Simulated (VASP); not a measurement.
Here is a VASP 6.6.1 calculation.

INCAR

```
SYSTEM = In4BiF
PREC = Accurate
ENCUT = 520
EDIFF = 1E-6
ISMEAR = 0
SIGMA = 0.1
LREAL = .False.
LASPH = .True.
NELM = 80
ALGO = Normal
ISIF = 2
LWAVE = .False.
LCHARG = .True.
GGA = PE
LELF = .True.
LVHAR = .True.
NBANDS = 46
```

File KPOINTS:

```
Automatic mesh
0
Gamma
  3 3 4
  0 0 0
```

Contents of POSCAR:

```
In4BiF
1.0
    6.0093883500      0.0000000000      0.0000000000
   -3.0046941800      5.2042829700      0.0000000000
    0.0000000000      0.0000000000      4.7955987300
In Bi F
4 1 1
Direct
    0.3333333300      0.6666666700      0.0000000000
    0.6644266600      0.8322133300      0.5000000000
    0.1677866700      0.8322133300      0.5000000000
    0.1677866700      0.3355733400      0.5000000000
    0.0000000000      0.0000000000      0.0000000000
    0.6666666700      0.3333333300      0.0000000000
```

Potentials or basis: VASP PAW PBE potentials, release 64 (In_d, Bi_d, F).

Command:

```bash
$ cat potpaw_PBE.64/In_d/POTCAR potpaw_PBE.64/Bi_d/POTCAR potpaw_PBE.64/F/POTCAR > POTCAR
$ mpirun -np 1 vasp_std > vasp.out
```

**Question.** Predict the band gap on the k mesh.

**Answer.** Zero (bands 37 and 38 overlap by 0.67 eV).

**Question.** What does it give for the largest force?

**Answer.** 0.667 eV/Å.

Stress tensor (GPa, compression positive):
```
 6.84  0.00  0.00
 0.00  6.84  0.00
 0.00  0.00 16.54
```

Caveat: the k points lie up to 0.40 Å⁻¹ apart, too coarse for converged energies and pressures of a metal; spin-orbit coupling is left out, which moves the levels of the heavy elements.
